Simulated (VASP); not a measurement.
# Si (Pm-3m) in VASP: further runs

Runs on Si. Level: LDA. Tasks: single point.

Everything below comes from runs of VASP 6.6.1. Logs are shortened: lines on timing, memory, paths and dates and some standing lists are left out, and cuts for length are marked.

## Step 1: The cell of the first run

Symmetry: Pm-3m, No. 221, cubic system. Conventional cell: a = 2.500 Å, b = 2.500 Å, c = 2.500 Å, α = 90.00°, β = 90.00°, γ = 90.00°. Si (site symmetry m-3m) has 6 Si at 2.50 Å within 3.3 Å.

## Step 2: Single point, LDA

Contents of INCAR:

```
SYSTEM = Si
  PREC = Accurate
  ENCUT = 520
  EDIFF = 1E-6
  ISMEAR = -1
  SIGMA = 0.1
  LREAL = .FALSE.
  LASPH = .TRUE.
  NELM = 100
  ALGO = Normal
  ISIF = 2
  LWAVE = .FALSE.
  LCHARG = .TRUE.
  GGA = CA
  LELF = .TRUE.
  LVHAR = .TRUE.
  NBANDS = 8
```

Contents of KPOINTS:

```
regular mesh
0
G
  14 14 14
  0 0 0
```

Contents of POSCAR:

```
Si
1.0
    2.4995034893      0.0000000000      0.0000000000
    0.0000000000      2.4995034893      0.0000000000
    0.0000000000      0.0000000000      2.4995034893
Si
1
Direct
    0.0000000000      0.0000000000      0.0000000000
```

Potentials or basis: VASP PAW LDA potentials, release 64 (Si).

On the command line:

```sh
$ cat potpaw_LDA.64/Si/POTCAR > POTCAR
$ mpirun -np 1 vasp_std > vasp.out
```

OUTCAR:

```text
SYSTEM = Si
   PREC = Accurate
   ENCUT = 520
   EDIFF = 1E-6
   ISMEAR = -1
   LREAL = .FALSE.
   LASPH = .TRUE.
   NELM = 100
   ISIF = 2
   GGA = CA

 ion  position               nearest neighbor table
   1  0.000  0.000  0.000-

  LATTYP: Found a simple cubic cell.
 ALAT       =     2.4995034893

  Lattice vectors:

 A1 = (   2.4995034893,   0.0000000000,   0.0000000000)
 A2 = (   0.0000000000,   2.4995034893,   0.0000000000)
 A3 = (   0.0000000000,   0.0000000000,   2.4995034893)

Analysis of symmetry for initial positions (statically):
=====================================================================
 Subroutine PRICEL returns:
 Original cell was already a primitive cell.

 Routine SETGRP: Setting up the symmetry group for a
 simple cubic supercell.

 Subroutine GETGRP returns: Found 48 space group operations
 (whereof 48 operations were pure point group operations)
 out of a pool of 48 trial point group operations.

The static configuration has the point symmetry O_h .

Analysis of symmetry for dynamics (positions and initial velocities):
=====================================================================
 Subroutine PRICEL returns:
 Original cell was already a primitive cell.

 Routine SETGRP: Setting up the symmetry group for a
 simple cubic supercell.

 Subroutine GETGRP returns: Found 48 space group operations
 (whereof 48 operations were pure point group operations)
 out of a pool of 48 trial point group operations.

The dynamic configuration has the point symmetry O_h .

 Subroutine INISYM returns: Found 48 space group operations
 (whereof 48 operations are pure point group operations),
 and found     1 'primitive' translations

----------------------------------------------------------------------------------------

                                     Primitive cell

  volume of cell :      15.6157

  direct lattice vectors                    reciprocal lattice vectors
     2.499503489  0.000000000  0.000000000     0.400079457  0.000000000  0.000000000
     0.000000000  2.499503489  0.000000000     0.000000000  0.400079457  0.000000000
     0.000000000  0.000000000  2.499503489     0.000000000  0.000000000  0.400079457

  length of vectors
     2.499503489  2.499503489  2.499503489     0.400079457  0.400079457  0.400079457

  position of ions in fractional coordinates (direct lattice)
     0.000000000  0.000000000  0.000000000

  ion indices of the primitive-cell ions
   primitive index   ion index
                 1           1

----------------------------------------------------------------------------------------

 KPOINTS: regular mesh

Automatic generation of k-mesh.
 Grid dimensions read from file:
 generate k-points for:   14   14   14

 Generating k-lattice:

  Cartesian coordinates                     Fractional coordinates (reciprocal lattice)
     0.028577104  0.000000000  0.000000000     0.071428571  0.000000000  0.000000000
     0.000000000  0.028577104  0.000000000     0.000000000  0.071428571  0.000000000
     0.000000000  0.000000000  0.028577104     0.000000000  0.000000000  0.071428571

  Length of vectors
     0.028577104  0.028577104  0.028577104

  Shift w.r.t. Gamma in fractional coordinates (k-lattice)
     0.000000000  0.000000000  0.000000000

 Subroutine IBZKPT returns following result:
 ===========================================

 Found    120 irreducible k-points:

 Following reciprocal coordinates:
            Coordinates               Weight
  0.000000  0.000000  0.000000      1.000000
  0.071429  0.000000  0.000000      6.000000
  0.142857  0.000000  0.000000      6.000000
  0.214286  0.000000  0.000000      6.000000
  0.285714  0.000000  0.000000      6.000000
  0.357143  0.000000  0.000000      6.000000
[... 16 lines left out ...]
  0.285714  0.214286  0.000000     24.000000
  0.357143  0.214286  0.000000     24.000000
 [... further k-points ...]
   k-points           NKPTS =    120   k-points in BZ     NKDIM =    120   number of bands    NBANDS=      8
   number of dos      NEDOS =    301   number of ions     NIONS =      1
   total plane-waves  NPLWV =   8000
   dimension x,y,z NGX =    20 NGY =   20 NGZ =   20
   dimension x,y,z NGXF=    40 NGYF=   40 NGZF=   40
   ions per type =               1
   NGX,Y,Z   is equivalent  to a cutoff of  13.30, 13.30, 13.30 a.u.
   NGXF,Y,Z  is equivalent  to a cutoff of  26.60, 26.60, 26.60 a.u.
 SYSTEM =  Si
   PREC   = accura    normal or accurate (medium, high low for compatibility)
   ISTART =      0    job   : 0-new  1-cont  2-samecut
   ICHARG =      2    charge: 1-file 2-atom 10-const
   ISPIN  =      1    spin polarized calculation?
   LNONCOLLINEAR =      F non collinear calculations
   LSORBIT =      F    spin-orbit coupling
   LASPH  =      T    aspherical Exc in radial PAW
   ENCUT  =  520.0 eV  38.22 Ry    6.18 a.u.   4.65  4.65  4.65*2*pi/ulx,y,z
   NELM   =    100;   NELMIN=  2; NELMDL= -5     # of ELM steps
   EDIFF  = 0.1E-05   stopping-criterion for ELM
   LREAL  =      F    real-space projection
   EDIFFG = 0.1E-04   stopping-criterion for IOM
   NSW    =      0    number of steps for IOM
   IBRION =     -1    ionic relax: 0-MD 1-quasi-New 2-CG
   NFREE  =      0    steps in history (QN), initial steepest desc. (CG)
   ISIF   =      2    stress and relaxation
   ISYM   =      2    0-nonsym 1-usesym 2-fastsym
   POTIM  = 0.5000    time-step for ionic-motion
   TEBEG  =    0.0;   TEEND  =   0.0 temperature during run
   PSTRESS=    0.0 pullay stress
   NELECT =       4.0000    total number of electrons
   NUPDOWN=      -1.0000    fix difference up-down
   EMIN   =  10.00;   EMAX   =-10.00  energy-range for DOS
   EFERMI =   0.00;   METHOD = LEGACY
   ISMEAR =    -1;   SIGMA  =   0.10  broadening in eV -4-tet -1-fermi 0-gaus
   EFERMI_NEDOS =   21; number of points for ismear=-14 and -15
   IALGO  =     38    algorithm
   IMIX   =      4    mixing-type and parameters
     AMIX     =   0.40;   BMIX     =  1.00
     AMIX_MAG =   1.60;   BMIX_MAG =  1.00
  volume/ion in A,a.u.               =      15.62       105.38
  Fermi-wavevector in a.u.,A,eV,Ry     =   1.039699  1.964747 14.707552  1.080975
  Thomas-Fermi vector in A             =   2.174241
   LORBIT       =      0    0 simple, 1 ext, 2 COOP (PROOUT), +10 PAW based schemes
   GGA     = CA    functional components
   LHFCALC =     F    Hartree Fock is set to
   AEXX    =    0.0000 exact exchange contribution
   IVDW    =     0    specifies the selected vdW correction
   LEPSILON=     F    determine dielectric tensor
   LRPA    =     F    only Hartree local field effects (RPA)
 non-spin polarized calculation
  energy-cutoff  :      520.00
  volume of cell :       15.62
 maximum number of plane-waves:       445
 NGX is ok and might be reduce to    20
   NGX =  9   NGY =  9   NGZ =  9

 number of electron       4.0000000 magnetization

 Free energy of the ion-electron system (eV)
  ---------------------------------------------------
  ext. energy  EPLUGINS =         0.00000000
  ---------------------------------------------------
  free energy    TOTEN  =        -5.69294062 eV

  energy without entropy =       -5.68098093  energy(sigma->0) =       -5.68696078

 E-fermi :   8.7360     XC(G=0): -10.8536

 val. band max:        8.6218214478   @ k =   0.5000   0.4286   0.2857
 cond. band min:       8.7661355891   @ k =   0.5000   0.5000   0.4286
 fundamental gap:      0.1443141412
 Fermi energy:         8.7360041599

 k-point     1 :       0.0000    0.0000    0.0000
  band No.  band energies     occupation
      1      -4.7860      2.00000
      2      16.1612      0.00000
      3      16.1612      0.00000
      4      16.5234      0.00000
      5      16.5234      0.00000
      6      16.5234      0.00000
      7      24.6778      0.00000
      8      33.6616      0.00000

 k-point     2 :       0.0714    0.0000    0.0000
  band No.  band energies     occupation
      1      -4.6700      2.00000
      2      13.8413      0.00000
      3      16.2547      0.00000
      4      16.6188      0.00000
      5      16.6188      0.00000
      6      18.6652      0.00000
      7      25.1007      0.00000
      8      32.8431      0.00000

 k-point     3 :       0.1429    0.0000    0.0000
  band No.  band energies     occupation
      1      -4.3230      2.00000
      2      11.3558      0.00000
      3      16.5296      0.00000
      4      16.9036      0.00000
      5      16.9036      0.00000
      6      20.5506      0.00000
      7      26.4019      0.00000
      8      31.0646      0.00000

 k-point     4 :       0.2143    0.0000    0.0000
  band No.  band energies     occupation
      1      -3.7483      2.00000
      2       8.9690      0.17737
      3      16.9672      0.00000
      4      17.3728      0.00000
      5      17.3728      0.00000
      6      21.9728      0.00000
      7      28.3726      0.00000
      8      29.0648      0.00000

 k-point     5 :       0.2857    0.0000    0.0000
  band No.  band energies     occupation
      1      -2.9529      2.00000
      2       6.7356      2.00000
      3      17.5268      0.00000
      4      18.0130      0.00000
      5      18.0130      0.00000
      6      23.1716      0.00000
      7      27.1321      0.00000
      8      27.1321      0.00000
[... 177 lines left out ...]
 k-point    22 :       0.2143    0.2143    0.0000
  band No.  band energies     occupation
      1      -2.7148      2.00000
      2       9.1945      0.02021
      3      10.8059      0.00000
      4      18.2121      0.00000
      5      20.1011      0.00000
      6      23.5590      0.00000
      7      26.9959      0.00000
      8      29.4432      0.00000

 k-point    23 :       0.2857    0.2143    0.0000
  band No.  band energies     occupation
      1      -1.9226      2.00000
      2       7.5560      1.99998
      3      10.9243      0.00000
      4      18.8438      0.00000
      5      19.7501      0.00000
      6      22.6110      0.00000
      7      27.8311      0.00000
      8      28.4953      0.00000

 k-point    24 :       0.3571    0.2143    0.0000
  band No.  band energies     occupation
      1      -0.9271      2.00000
      2       5.6168      2.00000
      3      11.6775      0.00000
      4      18.4327      0.00000
      5      19.6075      0.00000
      6      22.9264      0.00000
      7      26.1524      0.00000
      8      28.8033      0.00000

 [... further k-points ...]

------------------------ aborting loop because EDIFF is reached ----------------------------------------

  FORCE on cell =-STRESS in cart. coord.  units (eV):
  Direction    XX          YY          ZZ          XY          YZ          ZX
  --------------------------------------------------------------------------------------
  -------------------------------------------------------------------------------------
  Total        0.0498134      0.0498134      0.0498134     -0.0000000      0.0000000     -0.0000000
  in kB        5.1108776      5.1108776      5.1108776     -0.0000000      0.0000000     -0.0000000
  external PRESSURE =       5.1108776 kB  Pullay stress =       0.0000000 kB

 VOLUME and BASIS-vectors are now :
 -----------------------------------------------------------------------------
  energy-cutoff  :      520.00
  volume of cell :       15.62
      direct lattice vectors                 reciprocal lattice vectors
     2.499503489  0.000000000  0.000000000     0.400079457  0.000000000  0.000000000
     0.000000000  2.499503489  0.000000000     0.000000000  0.400079457  0.000000000
     0.000000000  0.000000000  2.499503489     0.000000000  0.000000000  0.400079457

 POSITION                                       TOTAL-FORCE (eV/Angst)
 -----------------------------------------------------------------------------------
      0.00000      0.00000      0.00000         0.000000      0.000000      0.000000
 -----------------------------------------------------------------------------------
    total drift:                               -0.000000     -0.000000      0.000000

  FREE ENERGIE OF THE ION-ELECTRON SYSTEM (eV)
  ---------------------------------------------------
  free  energy   TOTEN  =        -5.6929406222 eV

  energy  without entropy=       -5.6809809332  energy(sigma->0) =       -5.68696078
```

It took 13 s on 1 thread of Intel Xeon 8259CL, shared host; peak memory 0.12 GiB.

Results:

```
Free energy            : -5.6929 eV
Pressure               : 0.5 GPa
Band gap on the k mesh : zero (band 2 reaches 16.16 eV, above the bottom of band 3 at 5.72 eV)
```

Levels at points of the mesh, in eV from the Fermi level:
| k point | band 1 | band 2 | band 3 | band 4 | band 5 | band 6 |
| --- | --- | --- | --- | --- | --- | --- |
| (0.00, 0.00, 0.00) | -13.52 | 7.43 | 7.43 | 7.79 | 7.79 | 7.79 |
| (0.50, 0.00, 0.00) | -8.77 | -6.80 | 10.10 | 11.26 | 11.26 | 14.67 |
| (0.50, 0.50, 0.00) | -3.48 | -3.02 | -3.02 | 1.29 | 14.61 | 17.34 |
| (0.50, 0.50, 0.50) | 0.52 | 0.52 | 0.52 | 3.84 | 5.04 | 5.04 |

[end of part 1 of 2]
